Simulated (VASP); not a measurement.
CaH, 6 atoms in the cell. The structure is hexagonal, space group P6/mmm (No. 191). The conventional cell has a = 5.198 Å, b = 5.198 Å, c = 4.194 Å, α = 90.00°, β = 90.00°, γ = 120.00°. Ca (site symmetry mmm) has 6 H at 2.58 to 2.60 Å and 4 Ca at 2.60 Å within 3.4 Å. Within 3.4 Å of H (site symmetry 6/mmm) lie 6 Ca at 2.60 Å. Within 3.4 Å of H (site symmetry -6m2) lie 6 Ca at 2.58 Å and 3 H at 3.00 Å. 

- Program: VASP 6.6.1
- Task: single point
- Functional: PBE
- Potentials or basis: VASP PAW PBE potentials, release 64 (Ca_sv, H)
- Cutoff: 520 eV
- k mesh: 6 × 6 × 4
- Occupations: gaussian, width 0.1 eV
- Spin: no spin polarisation
- Dipole correction: no
- Further INCAR settings: ALGO = Normal; EDIFF = 1e-06; NBANDS = 26

Potentials or basis: VASP PAW PBE potentials, release 64 (Ca_sv, H).

Run with:

```sh
$ cat potpaw_PBE.64/Ca_sv/POTCAR potpaw_PBE.64/H/POTCAR > POTCAR
$ mpirun -np 1 vasp_std > vasp.out
```

Hardware: 1 thread of Intel(R) Xeon(R) 6975P-C (Granite Rapids), with other jobs on the host.

Task: Estimate the wall time of this run.

Result: It took 32 s on 1 thread of Intel(R) Xeon(R) 6975P-C (Granite Rapids) (shared host), peak memory 0.23 GiB. Counts: scf iterations 14, k points 21.
